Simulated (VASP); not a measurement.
A run of VASP 6.6.1:

The input POSCAR:

```
CoSi2
1.0
    0.0000000000      2.4878441032      2.4878441032
    2.4878441032      0.0000000000      2.4878441032
    2.4878441032      2.4878441032      0.0000000000
Co Si
1 2
Direct
    0.0000000000      0.0000000000      0.0000000000
    0.2500000000      0.2500000000      0.2500000000
    0.7500000000      0.7500000000      0.7500000000
```

File INCAR.step1:

```
SYSTEM = CoSi2
PREC = Accurate ; ENCUT = 520
EDIFF = 1E-6 ; ISMEAR = -1
SIGMA = 0.1 ; LREAL = .False.
LASPH = .True. ; NELM = 80
ALGO = Normal ; ISIF = 2
LWAVE = .False. ; LCHARG = .True.
LMAXMIX = 4 ; GGA = PE
NBANDS = 16
```

Contents of KPOINTS.step1:

```
regular mesh
0
Gamma
  11 11 11
  0 0 0
```

Contents of INCAR.step2:

```
SYSTEM = CoSi2
PREC = Accurate ; ENCUT = 520
EDIFF = 1E-6 ; ISMEAR = -5
SIGMA = 0.1 ; LREAL = .False.
LASPH = .True. ; NELM = 80
ALGO = Normal ; ISIF = 2
LWAVE = .False. ; LCHARG = .False.
LMAXMIX = 4 ; GGA = PE
LORBIT = 11 ; NEDOS = 1001
ICHARG = 11
```

Contents of KPOINTS.step2:

```
regular mesh
0
Gamma
  17 17 17
  0 0 0
```

Potentials or basis: VASP PAW PBE potentials, release 64 (Co, Si).

The run is started by

```sh
$ cat potpaw_PBE.64/Co/POTCAR potpaw_PBE.64/Si/POTCAR > POTCAR
$ cp INCAR.step1 INCAR
$ cp KPOINTS.step1 KPOINTS
$ mpirun -np 1 vasp_std > vasp.out
$ cp INCAR.step2 INCAR
$ cp KPOINTS.step2 KPOINTS
$ mpirun -np 1 vasp_std > vasp.out
```

Hardware: 1 thread of Intel Xeon 8259CL, with other jobs on the host.

Q: How long does it take, and how much memory?

A: Run time: 110 s on 1 thread of Intel Xeon 8259CL, on a shared host, peak memory 0.2 GiB. Counts: k points 165.
